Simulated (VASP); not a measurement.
# Rh (P6_3/mmc) in VASP: further runs

Rh is run at these levels: LDA; tasks: single point.

Everything below comes from runs of VASP 6.6.1. Logs are shortened: lines on timing, memory, paths and dates and some standing lists are left out, and cuts for length are marked.

## 1. The cell of the first run

Symmetry: P6_3/mmc, No. 194, hexagonal system. Conventional cell: a = 2.692 Å, b = 2.692 Å, c = 8.798 Å, α = 90.00°, β = 90.00°, γ = 120.00°. Within 3.5 Å of Rh (site symmetry -3m) lie 12 Rh at 2.69 Å. Rh (site symmetry -6m2) has 12 Rh at 2.69 Å within 3.5 Å.

## 2. Single point, LDA

The input, INCAR:

```
  ALGO = Normal
  EDIFF = 1E-7
  ENCUT = 520
  GGA = CA
  ISIF = 2
  ISMEAR = -1
  LASPH = T
  LCHARG = T
  LELF = T
  LREAL = F
  LVHAR = T
  LWAVE = F
  NBANDS = 38
  NELM = 100
  PREC = Accurate
  SIGMA = 0.15
```

The input, KPOINTS:

```
k-points
0
Gamma
  10 10 3
```

The input, POSCAR:

```
Rh
1.0
    2.6917450000      0.0000000000      0.0000000000
   -1.3458720000      2.3311190000      0.0000000000
    0.0000000000      0.0000000000      8.7980700000
Rh
4
Direct
    0.0000000000      0.0000000000      0.0000000000
    0.3333333333      0.6666666667      0.2500000000
    0.0000000000      0.0000000000      0.5000000000
    0.6666666667      0.3333333333      0.7500000000
```

Potentials or basis: VASP PAW LDA potentials, release 64 (Rh_pv).

Launch:

```bash
cat potpaw_LDA.64/Rh_pv/POTCAR > POTCAR
mpirun -np 1 vasp_std > vasp.out
```

OUTCAR:

```text
EDIFF = 1E-7
   ENCUT = 520
   GGA = CA
   ISIF = 2
   ISMEAR = -1
   LASPH = T
   LREAL = F
   NELM = 100
   PREC = Accurate

 ion  position               nearest neighbor table
   1  0.000  0.000  0.000-   2 2.69   4 2.69   4 2.69   2 2.69   4 2.69   2 2.69
   2  0.333  0.667  0.250-   1 2.69   3 2.69   1 2.69   3 2.69   1 2.69   3 2.69
   3  0.000  0.000  0.500-   2 2.69   4 2.69   4 2.69   2 2.69   4 2.69   2 2.69
   4  0.667  0.333  0.750-   1 2.69   3 2.69   1 2.69   3 2.69   1 2.69   3 2.69

  LATTYP: Found a hexagonal cell.
 ALAT       =     2.6917450000
 C/A-ratio  =     3.2685376958

  Lattice vectors:

 A1 = (   2.6917450000,   0.0000000000,   0.0000000000)
 A2 = (  -1.3458720000,   2.3311190000,   0.0000000000)
 A3 = (   0.0000000000,   0.0000000000,   8.7980700000)

Analysis of symmetry for initial positions (statically):
=====================================================================
 Subroutine PRICEL returns:
 Original cell was already a primitive cell.

 Routine SETGRP: Setting up the symmetry group for a
 hexagonal supercell.

 Subroutine GETGRP returns: Found 24 space group operations
 (whereof 12 operations were pure point group operations)
 out of a pool of 24 trial point group operations.

The static configuration has the point symmetry D_3d.
 The point group associated with its full space group is D_6h.

Analysis of symmetry for dynamics (positions and initial velocities):
=====================================================================
 Subroutine PRICEL returns:
 Original cell was already a primitive cell.

 Routine SETGRP: Setting up the symmetry group for a
 hexagonal supercell.

 Subroutine GETGRP returns: Found 24 space group operations
 (whereof 12 operations were pure point group operations)
 out of a pool of 24 trial point group operations.

The dynamic configuration has the point symmetry D_3d.
 The point group associated with its full space group is D_6h.

 Subroutine INISYM returns: Found 24 space group operations
 (whereof 12 operations are pure point group operations),
 and found     1 'primitive' translations

----------------------------------------------------------------------------------------

                                     Primitive cell

  volume of cell :      55.2059

  direct lattice vectors                    reciprocal lattice vectors
     2.691745000  0.000000000  0.000000000     0.371506216  0.214489185  0.000000000
    -1.345872000  2.331119000  0.000000000     0.000000000  0.428978529  0.000000000
     0.000000000  0.000000000  8.798070000     0.000000000  0.000000000  0.113661292

  length of vectors
     2.691745000  2.691744273  8.798070000     0.428978413  0.428978529  0.113661292

  position of ions in fractional coordinates (direct lattice)
     0.000000000  0.000000000  0.000000000
     0.333333333  0.666666667  0.250000000
     0.000000000  0.000000000  0.500000000
     0.666666667  0.333333333  0.750000000

  ion indices of the primitive-cell ions
   primitive index   ion index
                 1           1
                 2           2
                 3           3
                 4           4

----------------------------------------------------------------------------------------

 KPOINTS: k-points

Automatic generation of k-mesh.
 Grid dimensions read from file:
 generate k-points for:   10   10    3

 Generating k-lattice:

  Cartesian coordinates                     Fractional coordinates (reciprocal lattice)
     0.037150622  0.021448918  0.000000000     0.100000000  0.000000000  0.000000000
     0.000000000  0.042897853  0.000000000     0.000000000  0.100000000  0.000000000
     0.000000000  0.000000000  0.037887097     0.000000000  0.000000000  0.333333333

  Length of vectors
     0.042897841  0.042897853  0.037887097

  Shift w.r.t. Gamma in fractional coordinates (k-lattice)
     0.000000000  0.000000000  0.000000000

 Subroutine IBZKPT returns following result:
 ===========================================

 Found     28 irreducible k-points:

 Following reciprocal coordinates:
            Coordinates               Weight
  0.000000  0.000000  0.000000      1.000000
  0.100000 -0.000000  0.000000      6.000000
  0.200000 -0.000000  0.000000      6.000000
  0.300000  0.000000  0.000000      6.000000
  0.400000 -0.000000  0.000000      6.000000
  0.500000  0.000000  0.000000      3.000000
[... 16 lines left out ...]
  0.300000  0.100000  0.333333     24.000000
  0.400000  0.100000  0.333333     24.000000
 [... further k-points ...]
   k-points           NKPTS =     28   k-points in BZ     NKDIM =     28   number of bands    NBANDS=     38
   number of dos      NEDOS =    301   number of ions     NIONS =      4
   total plane-waves  NPLWV =  28000
   dimension x,y,z NGX =    20 NGY =   20 NGZ =   70
   dimension x,y,z NGXF=    40 NGYF=   40 NGZF=  140
   ions per type =               4
   NGX,Y,Z   is equivalent  to a cutoff of  12.35, 12.35, 13.23 a.u.
   NGXF,Y,Z  is equivalent  to a cutoff of  24.70, 24.70, 26.45 a.u.
 SYSTEM =  unknown system
   PREC   = accura    normal or accurate (medium, high low for compatibility)
   ISTART =      0    job   : 0-new  1-cont  2-samecut
   ICHARG =      2    charge: 1-file 2-atom 10-const
   ISPIN  =      1    spin polarized calculation?
   LNONCOLLINEAR =      F non collinear calculations
   LSORBIT =      F    spin-orbit coupling
   LASPH  =      T    aspherical Exc in radial PAW
   ENCUT  =  520.0 eV  38.22 Ry    6.18 a.u.   5.00  5.00 16.36*2*pi/ulx,y,z
   NELM   =    100;   NELMIN=  2; NELMDL= -5     # of ELM steps
   EDIFF  = 0.1E-06   stopping-criterion for ELM
   LREAL  =      F    real-space projection
   EDIFFG = 0.1E-05   stopping-criterion for IOM
   NSW    =      0    number of steps for IOM
   IBRION =     -1    ionic relax: 0-MD 1-quasi-New 2-CG
   NFREE  =      0    steps in history (QN), initial steepest desc. (CG)
   ISIF   =      2    stress and relaxation
   ISYM   =      2    0-nonsym 1-usesym 2-fastsym
   POTIM  = 0.5000    time-step for ionic-motion
   TEBEG  =    0.0;   TEEND  =   0.0 temperature during run
   PSTRESS=    0.0 pullay stress
   NELECT =      60.0000    total number of electrons
   NUPDOWN=      -1.0000    fix difference up-down
   EMIN   =  10.00;   EMAX   =-10.00  energy-range for DOS
   EFERMI =   0.00;   METHOD = LEGACY
   ISMEAR =    -1;   SIGMA  =   0.15  broadening in eV -4-tet -1-fermi 0-gaus
   EFERMI_NEDOS =   21; number of points for ismear=-14 and -15
   IALGO  =     38    algorithm
   IMIX   =      4    mixing-type and parameters
     AMIX     =   0.40;   BMIX     =  1.00
     AMIX_MAG =   1.60;   BMIX_MAG =  1.00
  volume/ion in A,a.u.               =      13.80        93.14
  Fermi-wavevector in a.u.,A,eV,Ry     =   1.683178  3.180745 38.546495  2.833087
  Thomas-Fermi vector in A             =   2.766425
   LORBIT       =      0    0 simple, 1 ext, 2 COOP (PROOUT), +10 PAW based schemes
   GGA     = CA    functional components
   LHFCALC =     F    Hartree Fock is set to
   AEXX    =    0.0000 exact exchange contribution
   IVDW    =     0    specifies the selected vdW correction
   LEPSILON=     F    determine dielectric tensor
   LRPA    =     F    only Hartree local field effects (RPA)
 non-spin polarized calculation
  energy-cutoff  :      520.00
  volume of cell :       55.21
 maximum number of plane-waves:      1509
 NGX is ok and might be reduce to    20
   NGX =  9   NGY =  9   NGZ = 33

 number of electron      59.9999996 magnetization

 Free energy of the ion-electron system (eV)
  ---------------------------------------------------
  ext. energy  EPLUGINS =         0.00000000
  ---------------------------------------------------
  free energy    TOTEN  =       -34.81979830 eV

  energy without entropy =      -34.40229932  energy(sigma->0) =      -34.61104881

 E-fermi :  11.6590     XC(G=0): -14.3264

 val. band max:       11.6429666734   @ k =   0.2000  -0.0000   0.3333
 cond. band min:      11.6643985315   @ k =   0.4000   0.1000   0.3333
 fundamental gap:      0.0214318581
 Fermi energy:        11.6590208980

 k-point     1 :       0.0000    0.0000    0.0000
  band No.  band energies     occupation
      1     -35.2378      2.00000
      2     -34.8826      2.00000
      3     -34.8715      2.00000
      4     -34.6100      2.00000
      5     -34.6100      2.00000
      6     -34.5660      2.00000
[... 30 lines left out ...]
     37      20.1423      0.00000
     38      26.0448      0.00000

 k-point     2 :       0.1000   -0.0000    0.0000
  band No.  band energies     occupation
      1     -35.2148      2.00000
      2     -34.8902      2.00000
      3     -34.8787      2.00000
      4     -34.6634      2.00000
      5     -34.6272      2.00000
      6     -34.6070      2.00000
[... 30 lines left out ...]
     37      20.0861      0.00000
     38      26.4143      0.00000

 k-point     3 :       0.2000   -0.0000    0.0000
  band No.  band energies     occupation
      1     -35.1513      2.00000
      2     -34.9395      2.00000
      3     -34.9228      2.00000
      4     -34.7964      2.00000
      5     -34.7257      2.00000
      6     -34.6707      2.00000
[... 30 lines left out ...]
     37      19.9795      0.00000
     38      26.6088      0.00000

 k-point     4 :       0.3000    0.0000    0.0000
  band No.  band energies     occupation
      1     -35.0854      2.00000
      2     -35.0640      2.00000
      3     -35.0071      2.00000
      4     -34.9532      2.00000
      5     -34.9010      2.00000
      6     -34.7224      2.00000
[... 30 lines left out ...]
     37      19.9796      0.00000
     38      23.4722      0.00000
[... 703 lines left out ...]
      4     -34.8692      2.00000
      5     -34.8468      2.00000
      6     -34.7815      2.00000
[... 30 lines left out ...]
     37      22.0420      0.00000
     38      24.8563      0.00000

 k-point    23 :       0.3000    0.1000    0.3333
  band No.  band energies     occupation
      1     -35.1231      2.00000
      2     -35.0824      2.00000
      3     -35.0713      2.00000
      4     -35.0172      2.00000
      5     -34.8937      2.00000
      6     -34.8065      2.00000
[... 30 lines left out ...]
     37      22.1373      0.00000
     38      22.4298      0.00000

 k-point    24 :       0.4000    0.1000    0.3333
  band No.  band energies     occupation
      1     -35.1922      2.00000
      2     -35.1677      2.00000
      3     -35.1272      2.00000
      4     -35.1010      2.00000
      5     -34.8493      2.00000
      6     -34.8141      2.00000
[... 30 lines left out ...]
     37      20.7702      0.00000
     38      20.8211      0.00000

 [... further k-points ...]

------------------------ aborting loop because EDIFF is reached ----------------------------------------

  FORCE on cell =-STRESS in cart. coord.  units (eV):
  Direction    XX          YY          ZZ          XY          YZ          ZX
  --------------------------------------------------------------------------------------
  -------------------------------------------------------------------------------------
  Total       -3.4559492     -3.4559475     -3.5152057     -0.0000007     -0.0000000      0.0000000
  in kB     -100.2979734   -100.2979260   -102.0177065     -0.0000215     -0.0000000      0.0000000
  external PRESSURE =    -100.8712020 kB  Pullay stress =       0.0000000 kB

 VOLUME and BASIS-vectors are now :
 -----------------------------------------------------------------------------
  energy-cutoff  :      520.00
  volume of cell :       55.21
      direct lattice vectors                 reciprocal lattice vectors
     2.691745000  0.000000000  0.000000000     0.371506216  0.214489185  0.000000000
    -1.345872000  2.331119000  0.000000000     0.000000000  0.428978529  0.000000000
     0.000000000  0.000000000  8.798070000     0.000000000  0.000000000  0.113661292

 POSITION                                       TOTAL-FORCE (eV/Angst)
 -----------------------------------------------------------------------------------
      0.00000      0.00000      0.00000         0.000000      0.000000      0.000000
      0.00000      1.55408      2.19952        -0.000000     -0.000000      0.000000
      0.00000      0.00000      4.39903         0.000000      0.000000      0.000000
      1.34587      0.77704      6.59855         0.000000     -0.000000     -0.000000
 -----------------------------------------------------------------------------------
    total drift:                                0.000000     -0.000000      0.000000

  FREE ENERGIE OF THE ION-ELECTRON SYSTEM (eV)
  ---------------------------------------------------
  free  energy   TOTEN  =       -34.8197983001 eV

  energy  without entropy=      -34.4022993219  energy(sigma->0) =      -34.61104881
```

It took 44 s on 1 thread of Intel Xeon Platinum 8375C at 2.90GHz (Ice Lake), shared host; peak memory 0.17 GiB.

Results:

| Item | Value |
| --- | --- |
| Free energy | -34.8198 eV |
| Pressure | -10.1 GPa |
| Band gap on the k mesh | zero (band 30 reaches 12.50 eV, above the bottom of band 31 at 10.65 eV) |

## 3. Single point, LDA

This run uses another cell than the first one, of 14.35 Å³/atom, 1.040 times its volume.

The input, INCAR:

```
SYSTEM = Rh
  ALGO = Normal
  EDIFF = 1E-6
  ENCUT = 520
  GGA = CA
  ISIF = 2
  ISMEAR = -1
  LASPH = .True.
  LCHARG = .True.
  LELF = .True.
  LREAL = .False.
  LVHAR = .True.
  LWAVE = .False.
  NBANDS = 38
  NELM = 60
  PREC = Accurate
  SIGMA = 0.15
```

The input, KPOINTS:

```
k-points
0
Gamma
  10 10 3
  0 0 0
```

The input, POSCAR:

```
Rh
1.0
    2.7271667594      0.0000000000      0.0000000000
   -1.3635828731      2.3617951363      0.0000000000
    0.0000000000      0.0000000000      8.9138473560
Rh
4
Direct
    0.0000000000      0.0000000000      0.0000000000
    0.3333333333      0.6666666667      0.2500000000
    0.0000000000      0.0000000000      0.5000000000
    0.6666666667      0.3333333333      0.7500000000
```

Potentials or basis: VASP PAW LDA potentials, release 64 (Rh_pv).

Launch:

```bash
cat potpaw_LDA.64/Rh_pv/POTCAR > POTCAR
mpirun -np 1 vasp_std > vasp.out
```

It took 46 s on 1 thread of Intel Xeon Platinum 8375C at 2.90GHz (Ice Lake), shared host; peak memory 0.17 GiB.

Results (log left out):

* Free energy: -34.6173 eV
* Pressure: -19.1 GPa
* Band gap on the k mesh: zero (band 30 reaches 11.73 eV, above the bottom of band 31 at 10.00 eV)

Stress tensor (GPa, compression positive):
```
-19.06   0.00   0.00
  0.00 -19.06   0.00
  0.00   0.00 -19.31
```

Levels at points of the mesh, in eV from the Fermi level:
| k point | band 26 | band 27 | band 28 | band 29 | band 30 | band 31 | band 32 | band 33 |
| --- | --- | --- | --- | --- | --- | --- | --- | --- |
| (0.00, 0.00, 0.00) | -2.48 | -2.48 | -1.34 | -1.34 | -0.78 | -0.78 | -0.32 | -0.32 |
| (0.50, 0.00, 0.00) | 0.52 | 0.53 | 0.57 | 0.63 | 0.78 | 0.78 | 0.82 | 1.24 |

## 4. Single point, LDA

This run uses another cell than the first one, of 14.91 Å³/atom, 1.080 times its volume.

The input, INCAR:

```
SYSTEM = Rh
PREC = Accurate ; ENCUT = 520
EDIFF = 1E-6 ; ISMEAR = -1
SIGMA = 0.15 ; LREAL = .False.
LASPH = .True. ; NELM = 100
ALGO = Normal ; ISIF = 2
LWAVE = .False. ; LCHARG = .False.
GGA = CA ; NBANDS = 38
```

The input, KPOINTS:

```
Automatic mesh
0
Gamma
  10 10 3
  0 0 0
```

The input, POSCAR:

```
Rh
1.0
    2.7616915228      0.0000000000      0.0000000000
   -1.3808452484      2.3916944513      0.0000000000
    0.0000000000      0.0000000000      9.0266928463
Rh
4
Direct
    0.0000000000      0.0000000000      0.0000000000
    0.3333333333      0.6666666667      0.2500000000
    0.0000000000      0.0000000000      0.5000000000
    0.6666666667      0.3333333333      0.7500000000
```

Potentials or basis: VASP PAW LDA potentials, release 64 (Rh_pv).

Launch:

```bash
cat potpaw_LDA.64/Rh_pv/POTCAR > POTCAR
mpirun -np 1 vasp_std > vasp.out
```

OUTCAR:

```text
SYSTEM = Rh
   PREC = Accurate
   ENCUT = 520
   EDIFF = 1E-6
   ISMEAR = -1
   LREAL = .False.
   LASPH = .True.
   NELM = 100
   ISIF = 2
   GGA = CA

 ion  position               nearest neighbor table
   1  0.000  0.000  0.000-   2 2.76   4 2.76   4 2.76   2 2.76   4 2.76   2 2.76
   2  0.333  0.667  0.250-   1 2.76   3 2.76   1 2.76   3 2.76   1 2.76   3 2.76
   3  0.000  0.000  0.500-   2 2.76   4 2.76   4 2.76   2 2.76   4 2.76   2 2.76
   4  0.667  0.333  0.750-   1 2.76   3 2.76   1 2.76   3 2.76   1 2.76   3 2.76

  LATTYP: Found a hexagonal cell.
 ALAT       =     2.7616915228
 C/A-ratio  =     3.2685376957

  Lattice vectors:

 A1 = (   2.7616915228,   0.0000000000,   0.0000000000)
 A2 = (  -1.3808452484,   2.3916944513,   0.0000000000)
 A3 = (   0.0000000000,   0.0000000000,   9.0266928463)

Analysis of symmetry for initial positions (statically):
=====================================================================
 Subroutine PRICEL returns:
 Original cell was already a primitive cell.

 Routine SETGRP: Setting up the symmetry group for a
 hexagonal supercell.

 Subroutine GETGRP returns: Found 24 space group operations
 (whereof 12 operations were pure point group operations)
[... 166 lines left out ...]
  free energy    TOTEN  =       -34.30531863 eV

  energy without entropy =      -33.82801463  energy(sigma->0) =      -34.06666663

 E-fermi :  10.2843     XC(G=0): -13.8422

 val. band max:       10.2718314513   @ k =   0.2000   0.0000   0.3333
 cond. band min:      10.2960281065   @ k =   0.4000   0.1000   0.3333
 fundamental gap:      0.0241966551
 Fermi energy:        10.2843474051

 k-point     1 :       0.0000    0.0000    0.0000
  band No.  band energies     occupation
      1     -36.2993      2.00000
      2     -36.0295      2.00000
      3     -36.0161      2.00000
      4     -35.8213      2.00000
      5     -35.8213      2.00000
      6     -35.7869      2.00000
[... 973 lines left out ...]
     37      18.7010      0.00000
     38      18.7882      0.00000

 [... further k-points ...]
[... 5 lines left out ...]
  --------------------------------------------------------------------------------------
  -------------------------------------------------------------------------------------
  Total       -9.6678707     -9.6678661     -9.7880565     -0.0000021      0.0000000      0.0000000
  in kB     -259.7956568   -259.7955341   -263.0252975     -0.0000557      0.0000000      0.0000000
  external PRESSURE =    -260.8721628 kB  Pullay stress =       0.0000000 kB

 VOLUME and BASIS-vectors are now :
 -----------------------------------------------------------------------------
  energy-cutoff  :      520.00
  volume of cell :       59.62
      direct lattice vectors                 reciprocal lattice vectors
     2.761691523  0.000000000  0.000000000     0.362096922  0.209056727  0.000000000
    -1.380845248  2.391694451  0.000000000     0.000000000  0.418113610  0.000000000
     0.000000000  0.000000000  9.026692846     0.000000000  0.000000000  0.110782544

 POSITION                                       TOTAL-FORCE (eV/Angst)
 -----------------------------------------------------------------------------------
      0.00000      0.00000      0.00000         0.000000     -0.000000     -0.000000
      0.00000      1.59446      2.25667        -0.000000      0.000000      0.000000
      0.00000      0.00000      4.51335         0.000000     -0.000000     -0.000000
      1.38085      0.79723      6.77002         0.000000     -0.000000     -0.000000
 -----------------------------------------------------------------------------------
    total drift:                               -0.000000      0.000000      0.000000

  FREE ENERGIE OF THE ION-ELECTRON SYSTEM (eV)
  ---------------------------------------------------
  free  energy   TOTEN  =       -34.3053186326 eV

  energy  without entropy=      -33.8280146254  energy(sigma->0) =      -34.06666663
```

Wall time 57 s (1 thread of Intel Xeon Platinum 8375C at 2.90GHz (Ice Lake), shared host); peak memory 0.18 GiB.

What came out:

```
Free energy            : -34.3053 eV
Pressure               : -26.1 GPa
Band gap on the k mesh : zero (band 30 reaches 11.02 eV, above the bottom of band 31 at 9.39 eV)
```

## 5. The runs side by side

| cell | gap on the mesh (eV) | pressure (GPa) |
| --- | --- | --- |
| a = 2.692, b = 2.692, c = 8.798 Å, angles 90.0, 90.0, 120.0°, 4 atoms | none | -10.1 |
| a = 2.727, b = 2.727, c = 8.914 Å, angles 90.0, 90.0, 120.0°, 4 atoms | none | -19.1 |
| a = 2.762, b = 2.762, c = 9.027 Å, angles 90.0, 90.0, 120.0°, 4 atoms | none | -26.1 |

Alike in all rows: task single point; level LDA; potentials or basis VASP PAW LDA potentials, release 64 (Rh_pv); no spin polarisation; k mesh 10 × 10 × 3; cutoff (eV) 520; smearing fermi-dirac 0.15 eV.

Total energies depend on the potentials used, so only differences within one code and one set of settings carry meaning.
